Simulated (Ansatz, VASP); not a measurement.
**Ir in VASP and in Ansatz**

```
Ir
1.0
     2.64132    0.00000    0.00000
    -1.32066    2.28745    0.00000
     0.00000    0.00000    4.46229
Ir
2
Direct
  0.66667 0.33333 0.75000
  0.33333 0.66667 0.25000
```

Change from the starting cell: strain -0.040 along x and y, +0.000 along z, atoms carried along.

Alike in both runs: task single point; functional r2SCAN; k mesh 18 × 18 × 12; occupations gaussian, width 0.15 eV; no spin polarisation.

|  | VASP | Ansatz |
| --- | --- | --- |
| version | VASP 6.6.1 | Ansatz 0.2.0 |
| potentials or method | VASP PAW PBE potentials, release 64 (Ir), cutoff 520 eV | scalar-relativistic, plane waves, PAW |
| valence electrons in the cell | 18 | 34 |

```tsv
	VASP	Ansatz	Ansatz less VASP
gap on the k mesh at the Fermi level (eV)	none	none	-
pressure (GPa)	28.4	25.0	-3.37
traceless stress, the component that is largest in VASP (GPa)	-13.02	-12.95	+0.073
```

VASP's potentials were made for PBE, not for r2SCAN. A gap of «none» marks a metal or a gap that the smearing closes. VASP's potentials hold 18 valence electrons a cell and Ansatz's 34, so a difference there can come from the potentials and not from the codes.

Neither program's run includes spin-orbit coupling.
